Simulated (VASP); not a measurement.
# Al6N5 (a cell with a defect) in VASP: single point with PBEsol

Aim: the single point of Al6N5 (a cell with a defect) with PBEsol.

Everything below comes from runs of VASP 6.6.1. Logs are shortened: lines on timing, memory, paths and dates and some standing lists are left out, and cuts for length are marked.

## 1. The cell of the first run

The cell holds a defect, 11 atoms: a = 5.295 Å, b = 5.295 Å, c = 5.295 Å, α = 65.36°, β = 65.36°, γ = 65.36°.

## 2. Single point, PBEsol

File INCAR:

```
SYSTEM = Al6N5
ALGO = Normal
EDIFF = 1E-7
ENCUT = 520
GGA = PS
ISIF = 2
ISMEAR = 0
LASPH = .TRUE.
LCHARG = .FALSE.
LREAL = .FALSE.
LWAVE = .FALSE.
NBANDS = 32
NELECT = 40.0
NELM = 80
PREC = Accurate
SIGMA = 0.05
```

File KPOINTS:

```
k-points
0
G
  6 6 6
  0 0 0
```

File POSCAR:

```
Al6N5
1.0
   -3.3014697842      0.0000000000      4.1398709024
    1.6507348921     -2.8591567030      4.1398709024
    1.6507348921      2.8591567030      4.1398709024
Al N
6 5
Direct
    0.2500000000      0.9166666667      0.5833333333
    0.5833333333      0.2500000000      0.9166666667
    0.9166666667      0.5833333333      0.2500000000
    0.7500000000      0.0833333333      0.4166666667
    0.0833333333      0.4166666667      0.7500000000
    0.4166666667      0.7500000000      0.0833333333
    0.4166666667      0.0833333333      0.7500000000
    0.7500000000      0.4166666667      0.0833333333
    1.0000000000      0.0000000000      0.5000000000
    0.2500000000      0.5833333333      0.9166666667
    0.5833333333      0.9166666667      0.2500000000
```

Potentials or basis: VASP PAW PBE potentials, release 64 (Al, N).

On the command line:

```sh
> cat potpaw_PBE.64/Al/POTCAR potpaw_PBE.64/N/POTCAR > POTCAR
> mpirun -np 1 vasp_std > vasp.out
```

OUTCAR:

```text
SYSTEM = Al6N5
   EDIFF = 1E-7
   ENCUT = 520
   GGA = PS
   ISIF = 2
   ISMEAR = 0
   LASPH = .TRUE.
   LREAL = .FALSE.
   NELECT = 40.0
   NELM = 80
   PREC = Accurate

 ion  position               nearest neighbor table
   1  0.250  0.917  0.583-   9 1.41  11 1.91  10 1.91   7 2.07   4 2.81   4 2.81   5 2.81   6 2.81
                             5 2.81   6 2.81   2 3.30   3 3.30   2 3.30   3 3.30   2 3.30   3 3.30
   2  0.583  0.250  0.917-  10 1.91  11 1.91   7 2.07   8 2.07   6 2.81   6 2.81   4 2.81   5 2.81
                             5 2.81   4 2.81   3 3.30   1 3.30   1 3.30   3 3.30   1 3.30   3 3.30
   3  0.917  0.583  0.250-  10 1.91  11 1.91   8 2.07   5 2.81   5 2.81   4 2.81   6 2.81   6 2.81
                             4 2.81   2 3.30   1 3.30   1 3.30   1 3.30   2 3.30   2 3.30
   4  0.750  0.083  0.417-   9 1.41   7 1.91   8 1.91  11 2.07   1 2.81   1 2.81   3 2.81   2 2.81
                             3 2.81   2 2.81   5 3.30   6 3.30   6 3.30   5 3.30   6 3.30   5 3.30
   5  0.083  0.417  0.750-   8 1.91   7 1.91  10 2.07   3 2.81   3 2.81   1 2.81   2 2.81   2 2.81
                             1 2.81   6 3.30   4 3.30   4 3.30   6 3.30   6 3.30   4 3.30
   6  0.417  0.750  0.083-   8 1.91   7 1.91  10 2.07  11 2.07   2 2.81   2 2.81   3 2.81   1 2.81
                             3 2.81   1 2.81   5 3.30   4 3.30   4 3.30   4 3.30   5 3.30   5 3.30
   7  0.417  0.083  0.750-   4 1.91   6 1.91   5 1.91   2 2.07   1 2.07
   8  0.750  0.417  0.083-   5 1.91   6 1.91   4 1.91   3 2.07   2 2.07
   9  0.000  0.000  0.500-   1 1.41   4 1.41
  10  0.250  0.583  0.917-   2 1.91   3 1.91   1 1.91   5 2.07   6 2.07
  11  0.583  0.917  0.250-   1 1.91   2 1.91   3 1.91   4 2.07   6 2.07

  LATTYP: Found a trigonal (rhomboedric) cell.
 ALAT       =     5.2951141465
 COS(alpha) =     0.4168835952

  Lattice vectors:

 A1 = (  -3.3014697842,   0.0000000000,   4.1398709024)
 A2 = (   1.6507348921,  -2.8591567030,   4.1398709024)
 A3 = (   1.6507348921,   2.8591567030,   4.1398709024)

Analysis of symmetry for initial positions (statically):
=====================================================================
 Subroutine PRICEL returns:
 Original cell was already a primitive cell.

 Routine SETGRP: Setting up the symmetry group for a
 trigonal (rhombohedral) supercell.

 Subroutine GETGRP returns: Found  2 space group operations
 (whereof  2 operations were pure point group operations)
 out of a pool of 12 trial point group operations.

The static configuration has the point symmetry S_2 .

Analysis of symmetry for dynamics (positions and initial velocities):
=====================================================================
 Subroutine PRICEL returns:
 Original cell was already a primitive cell.
[... 135 lines left out ...]
   TEBEG  =    0.0;   TEEND  =   0.0 temperature during run
   PSTRESS=    0.0 pullay stress
   NELECT =      40.0000    total number of electrons
   NUPDOWN=      -1.0000    fix difference up-down
   EMIN   =  10.00;   EMAX   =-10.00  energy-range for DOS
   EFERMI =   0.00;   METHOD = LEGACY
   ISMEAR =     0;   SIGMA  =   0.05  broadening in eV -4-tet -1-fermi 0-gaus
   EFERMI_NEDOS =   21; number of points for ismear=-14 and -15
   IALGO  =     38    algorithm
   IMIX   =      4    mixing-type and parameters
     AMIX     =   0.40;   BMIX     =  1.00
     AMIX_MAG =   1.60;   BMIX_MAG =  1.00
  volume/ion in A,a.u.               =      10.66        71.92
  Fermi-wavevector in a.u.,A,eV,Ry     =   1.143959  2.161769 17.805152  1.308642
  Thomas-Fermi vector in A             =   2.280652
   LORBIT       =      0    0 simple, 1 ext, 2 COOP (PROOUT), +10 PAW based schemes
   GGA     = PS    functional components
   LHFCALC =     F    Hartree Fock is set to
   AEXX    =    0.0000 exact exchange contribution
   IVDW    =     0    specifies the selected vdW correction
   LEPSILON=     F    determine dielectric tensor
   LRPA    =     F    only Hartree local field effects (RPA)
 non-spin polarized calculation
 Gauss-broadening in eV      SIGMA  =   0.05
  energy-cutoff  :      520.00
  volume of cell :      117.23
 maximum number of plane-waves:      3199
   NGX = 19   NGY = 19   NGZ = 19

 number of electron      40.0000000 magnetization

 Free energy of the ion-electron system (eV)
  ---------------------------------------------------
  ext. energy  EPLUGINS =         0.00000000
  ---------------------------------------------------
  free energy    TOTEN  =       -93.51994473 eV

  energy without entropy =      -93.51715182  energy(sigma->0) =      -93.51854827

 E-fermi :   6.4965     XC(G=0): -10.7176

 val. band max:        6.4916753564   @ k =  -0.0000   0.5000   0.3333
 cond. band min:       6.4980775188   @ k =   0.5000   0.0000   0.0000
 fundamental gap:      0.0064021624
 Fermi energy:         6.4964838043

 k-point     1 :       0.0000    0.0000    0.0000
  band No.  band energies     occupation
      1      -8.8755      2.00000
      2      -6.6966      2.00000
      3      -6.5883      2.00000
      4      -6.4319      2.00000
      5      -5.9705      2.00000
      6       1.0613      2.00000
[... 829 lines left out ...]
     31      15.5651      0.00000
     32      16.1272      0.00000

 [... further k-points ...]
[... 5 lines left out ...]
  --------------------------------------------------------------------------------------
  -------------------------------------------------------------------------------------
  Total       -8.8964793    -22.6950130     -1.0631689    -12.0880771     13.9361459    -31.7306274
  in kB     -121.5837169   -310.1613505    -14.5297963   -165.2016821    190.4583107   -433.6465571
  external PRESSURE =    -148.7582879 kB  Pullay stress =       0.0000000 kB

 VOLUME and BASIS-vectors are now :
 -----------------------------------------------------------------------------
  energy-cutoff  :      520.00
  volume of cell :      117.23
      direct lattice vectors                 reciprocal lattice vectors
    -3.301469784  0.000000000  4.139870902    -0.201930264  0.000000000  0.080517809
     1.650734892 -2.859156703  4.139870902     0.100965132 -0.174876739  0.080517809
     1.650734892  2.859156703  4.139870902     0.100965132  0.174876739  0.080517809

 POSITION                                       TOTAL-FORCE (eV/Angst)
 -----------------------------------------------------------------------------------
      1.65073     -0.95305      7.24477       -13.798169      7.716168     17.872507
      0.00000      1.90610      7.24477         1.000675      1.168242     -0.378880
     -1.65073     -0.95305      7.24477        -0.537580     -1.472914     -2.997233
     -1.65073      0.95305      5.17484        13.798169     -7.716168    -17.872507
      1.65073      0.95305      5.17484         0.537580      1.472914      2.997233
     -0.00000     -1.90610      5.17484        -1.000675     -1.168242      0.378880
     -0.00000      1.90610      5.17484         1.299512     -1.223069     -0.133093
     -1.65073     -0.95305      5.17484        -0.134279     -0.882214     -0.879278
      0.82537      1.42958      2.06994        -0.000000      0.000000      0.000000
      1.65073      0.95305      7.24477         0.134279      0.882214      0.879278
      0.00000     -1.90610      7.24477        -1.299512      1.223069      0.133093
 -----------------------------------------------------------------------------------
    total drift:                                0.000000     -0.000000     -0.000000

  FREE ENERGIE OF THE ION-ELECTRON SYSTEM (eV)
  ---------------------------------------------------
  free  energy   TOTEN  =       -93.5199447256 eV

  energy  without entropy=      -93.5171518174  energy(sigma->0) =      -93.51854827
```

OSZICAR:

```text
N       E                     dE             d eps       ncg     rms          rms(c)
DAV:   1     0.123887708056E+03    0.12389E+03   -0.18243E+04  7168   0.111E+03
DAV:   2    -0.925394445698E+02   -0.21643E+03   -0.20601E+03  9176   0.225E+02
DAV:   3    -0.107993803633E+03   -0.15454E+02   -0.15358E+02  8960   0.643E+01
DAV:   4    -0.108162021093E+03   -0.16822E+00   -0.16811E+00  8808   0.744E+00
DAV:   5    -0.108164500205E+03   -0.24791E-02   -0.24790E-02  9136   0.901E-01    0.212E+01
DAV:   6    -0.937444055394E+02    0.14420E+02   -0.45583E+01  8264   0.324E+01    0.840E+00
DAV:   7    -0.936663267618E+02    0.78079E-01   -0.24194E+00  8752   0.846E+00    0.469E+00
DAV:   8    -0.935320596606E+02    0.13427E+00   -0.31314E-01  8608   0.301E+00    0.101E+00
DAV:   9    -0.935223030347E+02    0.97566E-02   -0.53976E-02  9776   0.147E+00    0.488E-01
DAV:  10    -0.935198939536E+02    0.24091E-02   -0.14142E-02  8624   0.667E-01    0.344E-01
DAV:  11    -0.935199438513E+02   -0.49898E-04   -0.40577E-03  8832   0.331E-01    0.217E-01
DAV:  12    -0.935199797651E+02   -0.35914E-04   -0.58876E-04  8832   0.143E-01    0.997E-02
DAV:  13    -0.935199509929E+02    0.28772E-04   -0.27068E-04  8672   0.854E-02    0.431E-02
DAV:  14    -0.935199463803E+02    0.46125E-05   -0.42126E-05  8880   0.404E-02    0.149E-02
DAV:  15    -0.935199451326E+02    0.12478E-05   -0.78916E-06  8728   0.148E-02    0.108E-02
DAV:  16    -0.935199448697E+02    0.26286E-06   -0.12191E-06  8832   0.535E-03    0.534E-03
DAV:  17    -0.935199447453E+02    0.12437E-06   -0.56455E-07  8408   0.375E-03    0.195E-03
DAV:  18    -0.935199447256E+02    0.19711E-07   -0.75632E-08  5080   0.138E-03
   1 F= -.93519945E+02 E0= -.93518548E+02  d E =-.279291E-02
```

Run time: 12 min. Hardware: 1 thread of Intel Xeon 8259CL, shared host; peak memory 0.44 GiB.

Results:

- Free energy: -93.5199 eV
- Largest force: 23.861 eV/Å

Forces on the atoms (eV/Å):
```
Al  -13.798   7.716  17.873
Al    1.001   1.168  -0.379
Al   -0.538  -1.473  -2.997
Al   13.798  -7.716 -17.873
Al    0.538   1.473   2.997
Al   -1.001  -1.168   0.379
N     1.300  -1.223  -0.133
N    -0.134  -0.882  -0.879
N     0.000   0.000   0.000
N     0.134   0.882   0.879
N    -1.300   1.223   0.133
```

Levels at points of the mesh, in eV from the Fermi level:
```tsv
k point	band 16	band 17	band 18	band 19	band 20	band 21	band 22	band 23	band 24	band 25
(0.00, 0.00, 0.00)	-1.43	-1.26	-0.62	-0.45	0.01	0.23	3.34	3.75	5.32	5.96
(0.50, 0.00, 0.00)	-1.47	-1.43	-0.90	-0.54	-0.41	0.00	2.71	4.35	4.77	5.66
(0.00, 0.50, 0.00)	-1.96	-1.67	-0.74	-0.70	-0.34	0.96	1.65	3.95	5.28	5.60
(0.00, 0.00, 0.50)	-1.48	-1.17	-1.03	-0.43	-0.27	0.15	3.59	4.00	4.64	5.29
(0.50, 0.50, 0.00)	-2.01	-1.45	-1.27	-0.56	-0.44	1.23	1.71	4.28	5.25	5.63
(0.50, 0.00, 0.50)	-1.58	-1.37	-0.59	-0.47	-0.44	-0.28	3.83	4.46	4.54	5.44
(0.00, 0.50, 0.50)	-2.03	-1.98	-1.04	-0.80	0.15	1.12	2.12	4.54	4.70	4.74
(0.50, 0.50, 0.50)	-1.58	-1.53	-1.52	-0.93	-0.52	1.02	2.87	3.98	4.70	5.15
```

Caveat: the cell carries a net charge on a neutralising background, which shifts energy and pressure; the cell differs from its parent crystal (atoms taken out, atom 9 moved 0.500 of the way to it and +0.000 Å across, host rigid); the cell is charged against a uniform background, so pressure and absolute levels hang on convention; the PAW data sets were made with another functional, which shifts forces and pressure a little.
